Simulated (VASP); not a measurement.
# AlN (P1) in VASP: single point with PBEsol

Aim: the single point of AlN with PBEsol.

All numbers are computed with VASP 6.6.1; they aren't measurements. Logs are shortened: lines on timing, memory, paths and dates and some standing lists are left out, and cuts for length are marked.

## Step 1: The cell of the first run

The typed cell holds 4 atoms: a = 3.112 Å, b = 3.152 Å, c = 4.979 Å, α = 90.62°, β = 91.71°, γ = 121.27°.

## Step 2: Single point, PBEsol (equal xy, yz and zx shear strains of -3 %)

Contents of INCAR:

```
ALGO     = Normal         # electronic algorithm
EDIFF    = 1E-6           # SCF threshold, eV
ENCUT    = 520            # plane-wave cutoff, eV
GGA      = PS             # functional
ISIF     = 2              # what is computed and relaxed
ISMEAR   = -1             # smearing method
LASPH    = T              # aspherical terms in the spheres
LCHARG   = F              # write CHGCAR
LREAL    = F              # projectors in reciprocal space
LWAVE    = F              # write WAVECAR
NBANDS   = 16             # bands
NELM     = 100            # most SCF steps
PREC     = Accurate       # precision mode
SIGMA    = 0.02           # smearing width, eV
```

Contents of KPOINTS:

```
k-points
0
Gamma
  11 11 6
```

Contents of POSCAR:

```
AlN
1.0
    3.1110021516     -0.0466650323     -0.0466650323
   -1.5959141792      2.7175394106     -0.0170805873
   -0.0746700000     -0.0746700000      4.9780000000
Al N
2 2
Direct
    0.3333333333      0.6666666667      0.0000000000
    0.6666666667      0.3333333333      0.5000000000
    0.3333333333      0.6666666667      0.3850000000
    0.6666666667      0.3333333333      0.8850000000
```

Potentials or basis: VASP PAW PBE potentials, release 64 (Al, N).

Run with:

```sh
cat potpaw_PBE.64/Al/POTCAR potpaw_PBE.64/N/POTCAR > POTCAR
mpirun -np 1 vasp_std > vasp.out
```

OUTCAR:

```text
EDIFF = 1E-6
   ENCUT = 520
   GGA = PS
   ISIF = 2
   ISMEAR = -1
   LASPH = T
   LREAL = F
   NELM = 100
   PREC = Accurate

 ion  position               nearest neighbor table
   1  0.333  0.667  0.000-   4 1.84   4 1.90   4 1.91   3 1.92   2 3.00   2 3.03   2 3.07   2 3.10
                             2 3.11   2 3.12
   2  0.667  0.333  0.500-   3 1.87   3 1.89   3 1.90   4 1.92   1 3.00   1 3.03   1 3.07   1 3.10
                             1 3.11   1 3.12
   3  0.333  0.667  0.385-   2 1.87   2 1.89   2 1.90   1 1.92
   4  0.667  0.333  0.885-   1 1.84   1 1.90   1 1.91   2 1.92

  LATTYP: Found a triclinic cell.
 ALAT       =     3.1515479152
 B/A-ratio  =     2.3625234169
 C/A-ratio  =     0.9873567314
 COS(alpha) =     0.0016408768
 COS(beta)  =     0.5191268021
 COS(gamma) =     0.6367893156

  Lattice vectors:

 A1 = (  -1.5959141792,   2.7175394106,  -0.0170805873)
 A2 = (  -0.0061562068,   5.4630837889,  -5.0588262069)
 A3 = (  -3.1110021516,   0.0466650323,   0.0466650323)

Analysis of symmetry for initial positions (statically):
=====================================================================
 Subroutine PRICEL returns:
 Original cell was already a primitive cell.

 Routine SETGRP: Setting up the symmetry group for a
 triclinic supercell.

 Subroutine GETGRP returns: Found  1 space group operations
 (whereof  1 operations were pure point group operations)
 out of a pool of  2 trial point group operations.

The static configuration has the point symmetry C_1 .

Analysis of symmetry for dynamics (positions and initial velocities):
=====================================================================
 Subroutine PRICEL returns:
 Original cell was already a primitive cell.

 Routine SETGRP: Setting up the symmetry group for a
 triclinic supercell.

 Subroutine GETGRP returns: Found  1 space group operations
 (whereof  1 operations were pure point group operations)
 out of a pool of  2 trial point group operations.

The dynamic configuration has the point symmetry C_1 .

 Subroutine INISYM returns: Found  1 space group operations
 (whereof  1 operations are pure point group operations),
 and found     1 'primitive' translations

----------------------------------------------------------------------------------------

                                     Primitive cell

  volume of cell :      41.6956

  direct lattice vectors                    reciprocal lattice vectors
     3.111002152 -0.046665032 -0.046665032     0.324414181  0.190565455  0.007724695
    -1.595914179  2.717539411 -0.017080587     0.005654869  0.371336390  0.005654869
    -0.074670000 -0.074670000  4.978000000     0.003060544  0.003060544  0.200975705

  length of vectors
     3.111702048  3.151547915  4.979119924     0.376323564  0.371422495  0.201022307

  position of ions in fractional coordinates (direct lattice)
     0.333333333  0.666666667  0.000000000
     0.666666667  0.333333333  0.500000000
     0.333333333  0.666666667  0.385000000
     0.666666667  0.333333333  0.885000000

  ion indices of the primitive-cell ions
   primitive index   ion index
                 1           1
                 2           2
                 3           3
                 4           4

----------------------------------------------------------------------------------------

 KPOINTS: k-points

Automatic generation of k-mesh.
 Grid dimensions read from file:
 generate k-points for:   11   11    6

 Generating k-lattice:

  Cartesian coordinates                     Fractional coordinates (reciprocal lattice)
     0.029492198  0.017324132  0.000702245     0.090909091  0.000000000  0.000000000
     0.000514079  0.033757854  0.000514079     0.000000000  0.090909091  0.000000000
     0.000510091  0.000510091  0.033495951    -0.000000000  0.000000000  0.166666667

  Length of vectors
     0.034211233  0.033765681  0.033503718

  Shift w.r.t. Gamma in fractional coordinates (k-lattice)
     0.000000000  0.000000000  0.000000000

 Subroutine IBZKPT returns following result:
 ===========================================

 Found    364 irreducible k-points:

 Following reciprocal coordinates:
            Coordinates               Weight
  0.000000  0.000000  0.000000      1.000000
  0.090909 -0.000000  0.000000      2.000000
  0.181818 -0.000000  0.000000      2.000000
  0.272727 -0.000000  0.000000      2.000000
  0.363636 -0.000000  0.000000      2.000000
  0.454545  0.000000  0.000000      2.000000
[... 16 lines left out ...]
  0.454545  0.181818 -0.000000      2.000000
 -0.454545  0.181818  0.000000      2.000000
 [... further k-points ...]
   k-points           NKPTS =    364   k-points in BZ     NKDIM =    364   number of bands    NBANDS=     16
   number of dos      NEDOS =    301   number of ions     NIONS =      4
   total plane-waves  NPLWV =  23040
   dimension x,y,z NGX =    24 NGY =   24 NGZ =   40
   dimension x,y,z NGXF=    48 NGYF=   48 NGZF=   80
   ions per type =               2   2
   NGX,Y,Z   is equivalent  to a cutoff of  12.82, 12.66, 13.36 a.u.
   NGXF,Y,Z  is equivalent  to a cutoff of  25.64, 25.32, 26.71 a.u.
 SYSTEM =  unknown system
   PREC   = accura    normal or accurate (medium, high low for compatibility)
   ISTART =      0    job   : 0-new  1-cont  2-samecut
   ICHARG =      2    charge: 1-file 2-atom 10-const
   ISPIN  =      1    spin polarized calculation?
   LNONCOLLINEAR =      F non collinear calculations
   LSORBIT =      F    spin-orbit coupling
   LASPH  =      T    aspherical Exc in radial PAW
   ENCUT  =  520.0 eV  38.22 Ry    6.18 a.u.   5.79  5.86  9.26*2*pi/ulx,y,z
   NELM   =    100;   NELMIN=  2; NELMDL= -5     # of ELM steps
   EDIFF  = 0.1E-05   stopping-criterion for ELM
   LREAL  =      F    real-space projection
   EDIFFG = 0.1E-04   stopping-criterion for IOM
   NSW    =      0    number of steps for IOM
   IBRION =     -1    ionic relax: 0-MD 1-quasi-New 2-CG
   NFREE  =      0    steps in history (QN), initial steepest desc. (CG)
   ISIF   =      2    stress and relaxation
   ISYM   =      2    0-nonsym 1-usesym 2-fastsym
   POTIM  = 0.5000    time-step for ionic-motion
   TEBEG  =    0.0;   TEEND  =   0.0 temperature during run
   PSTRESS=    0.0 pullay stress
   NELECT =      16.0000    total number of electrons
   NUPDOWN=      -1.0000    fix difference up-down
   EMIN   =  10.00;   EMAX   =-10.00  energy-range for DOS
   EFERMI =   0.00;   METHOD = LEGACY
   ISMEAR =    -1;   SIGMA  =   0.02  broadening in eV -4-tet -1-fermi 0-gaus
   EFERMI_NEDOS =   21; number of points for ismear=-14 and -15
   IALGO  =     38    algorithm
   IMIX   =      4    mixing-type and parameters
     AMIX     =   0.40;   BMIX     =  1.00
     AMIX_MAG =   1.60;   BMIX_MAG =  1.00
  volume/ion in A,a.u.               =      10.42        70.34
  Fermi-wavevector in a.u.,A,eV,Ry     =   1.189647  2.248107 19.255786  1.415260
  Thomas-Fermi vector in A             =   2.325750
   LORBIT       =      0    0 simple, 1 ext, 2 COOP (PROOUT), +10 PAW based schemes
   GGA     = PS    functional components
   LHFCALC =     F    Hartree Fock is set to
   AEXX    =    0.0000 exact exchange contribution
   IVDW    =     0    specifies the selected vdW correction
   LEPSILON=     F    determine dielectric tensor
   LRPA    =     F    only Hartree local field effects (RPA)
 non-spin polarized calculation
  energy-cutoff  :      520.00
  volume of cell :       41.70
 maximum number of plane-waves:      1140
   NGX = 11   NGY = 11   NGZ = 19

 number of electron      15.9999999 magnetization

 Free energy of the ion-electron system (eV)
  ---------------------------------------------------
  ext. energy  EPLUGINS =         0.00000000
  ---------------------------------------------------
  free energy    TOTEN  =       -31.25802392 eV

  energy without entropy =      -31.25802392  energy(sigma->0) =      -31.25802392

 E-fermi :   6.5522     XC(G=0): -11.1160

 val. band max:        6.1898283608   @ k =   0.0000   0.0000   0.0000
 cond. band min:      10.2041670335   @ k =   0.0000   0.0000   0.0000
 fundamental gap:      4.0143386727
 Fermi energy:         6.5521882097

 k-point     1 :       0.0000    0.0000    0.0000
  band No.  band energies     occupation
      1      -9.0972      2.00000
      2      -6.9032      2.00000
      3       0.0396      2.00000
      4       5.1013      2.00000
      5       5.2681      2.00000
      6       5.7699      2.00000
[... 8 lines left out ...]
     15      19.0839      0.00000
     16      19.3265      0.00000

 k-point     2 :       0.0909   -0.0000    0.0000
  band No.  band energies     occupation
      1      -8.9870      2.00000
      2      -6.8403      2.00000
      3       0.1701      2.00000
      4       4.7805      2.00000
      5       4.9653      2.00000
      6       5.3861      2.00000
[... 8 lines left out ...]
     15      18.9317      0.00000
     16      19.2832      0.00000

 k-point     3 :       0.1818   -0.0000    0.0000
  band No.  band energies     occupation
      1      -8.6674      2.00000
      2      -6.6712      2.00000
      3       0.5534      2.00000
      4       3.6554      2.00000
      5       4.3768      2.00000
      6       4.6258      2.00000
[... 8 lines left out ...]
     15      18.4029      0.00000
     16      18.5336      0.00000

 k-point     4 :       0.2727   -0.0000    0.0000
  band No.  band energies     occupation
      1      -8.1767      2.00000
      2      -6.4596      2.00000
      3       1.1592      2.00000
      4       2.3754      2.00000
      5       3.3370      2.00000
      6       4.2523      2.00000
[... 8 lines left out ...]
     15      18.1650      0.00000
     16      19.4327      0.00000
[... 324 lines left out ...]
 k-point    22 :       0.3636    0.1818   -0.0000
  band No.  band energies     occupation
      1      -6.9120      2.00000
      2      -6.3476      2.00000
      3       0.9815      2.00000
      4       2.0458      2.00000
      5       2.8944      2.00000
      6       3.0202      2.00000
[... 8 lines left out ...]
     15      18.7607      0.00000
     16      20.6067      0.00000

 k-point    23 :       0.4545    0.1818   -0.0000
  band No.  band energies     occupation
      1      -6.9341      2.00000
      2      -6.3432      2.00000
      3       0.9979      2.00000
      4       2.0601      2.00000
      5       2.8849      2.00000
      6       2.9902      2.00000
[... 8 lines left out ...]
     15      18.9229      0.00000
     16      20.5588      0.00000

 k-point    24 :      -0.4545    0.1818    0.0000
  band No.  band energies     occupation
      1      -7.4064      2.00000
      2      -6.2924      2.00000
      3       1.5424      2.00000
      4       2.0156      2.00000
      5       2.2887      2.00000
      6       3.4640      2.00000
[... 8 lines left out ...]
     15      18.3467      0.00000
     16      20.6043      0.00000

 [... further k-points ...]

------------------------ aborting loop because EDIFF is reached ----------------------------------------

  FORCE on cell =-STRESS in cart. coord.  units (eV):
  Direction    XX          YY          ZZ          XY          YZ          ZX
  --------------------------------------------------------------------------------------
  -------------------------------------------------------------------------------------
  Total        0.3832284      0.3789232     -0.1472189      1.3996758      0.9885382      0.9926989
  in kB       14.7257788     14.5603492     -5.6569740     53.7833790     37.9851695     38.1450470
  external PRESSURE =       7.8763847 kB  Pullay stress =       0.0000000 kB

 VOLUME and BASIS-vectors are now :
 -----------------------------------------------------------------------------
  energy-cutoff  :      520.00
  volume of cell :       41.70
      direct lattice vectors                 reciprocal lattice vectors
     3.111002152 -0.046665032 -0.046665032     0.324414181  0.190565455  0.007724695
    -1.595914179  2.717539411 -0.017080587     0.005654869  0.371336390  0.005654869
    -0.074670000 -0.074670000  4.978000000     0.003060544  0.003060544  0.200975705

 POSITION                                       TOTAL-FORCE (eV/Angst)
 -----------------------------------------------------------------------------------
     -0.02694      1.79614     -0.02694         0.504927      0.203753      0.216080
      1.50470      0.83740      2.45220        -0.128459      0.168770      0.183714
     -0.05569      1.76739      1.88959         0.181360     -0.168926     -0.180055
      1.47595      0.80865      4.36873        -0.557829     -0.203597     -0.219739
 -----------------------------------------------------------------------------------
    total drift:                                0.000227      0.000005      0.000228

  FREE ENERGIE OF THE ION-ELECTRON SYSTEM (eV)
  ---------------------------------------------------
  free  energy   TOTEN  =       -31.2580239240 eV

  energy  without entropy=      -31.2580239240  energy(sigma->0) =      -31.25802392
```

Run time: 82 s. Hardware: 1 thread of AMD EPYC 9R45 (Zen 5), shared host; peak memory 0.28 GiB.

Results:

```
Free energy            : -31.2580 eV
Pressure               : 0.8 GPa
Largest force          : 0.633 eV/Å
Band gap on the k mesh : 4.01 eV
```

Forces on the atoms (eV/Å):
```
Al   0.505  0.204  0.216
Al  -0.128  0.169  0.184
N    0.181 -0.169 -0.180
N   -0.558 -0.204 -0.220
```

Stress tensor (GPa, compression positive):
```
 1.47  5.38  3.81
 5.38  1.46  3.80
 3.81  3.80 -0.57
```

Levels at points of the mesh, in eV from the valence-band top:
```tsv
k point	band 4	band 5	band 6	band 7	band 8	band 9	band 10	band 11	band 12	band 13
(0.00, 0.00, 0.00)	-1.09	-0.92	-0.42	-0.32	0.00	4.01	6.45	10.36	10.69	11.25
(0.00, 0.00, 0.50)	-3.44	-0.83	-0.75	-0.62	-0.54	6.25	6.29	10.08	10.10	10.83
```

Caveat: the cell differs from its parent crystal (equal xy, yz and zx shear strains of -3 %); the PAW data sets were made with another functional, which shifts forces and pressure a little. A k mesh can miss the band edges.
